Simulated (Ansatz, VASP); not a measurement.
# One calculation of Sn, two programs

```
CELL_PARAMETERS angstrom
0.00000 3.39299 3.39299
3.39299 0.00000 3.39299
3.39299 3.39299 0.00000
ATOMIC_POSITIONS crystal
Sn 0.00000 0.00000 0.00000
Sn 0.25000 0.25000 0.25000
```

Alike in both runs: task single point; functional PBE; k mesh 6 × 6 × 6; occupations fermi-dirac, width 0.02 eV; no spin polarisation.

|  | VASP | Ansatz |
| --- | --- | --- |
| version | VASP 6.6.1 | Ansatz 0.2.0 |
| potentials or method | VASP PAW PBE potentials, release 64 (Sn_d) | plane waves, PAW |
| plane-wave cutoff (eV) | 520 | 420 |
| valence electrons in the cell | 28 | 28 |

|  | VASP | Ansatz | Ansatz less VASP |
| --- | --- | --- | --- |
| pressure (GPa) | -1.8 | -1.8 | +0.05 |

The functional is the same, so the differences come from potentials, cutoffs and numerics.
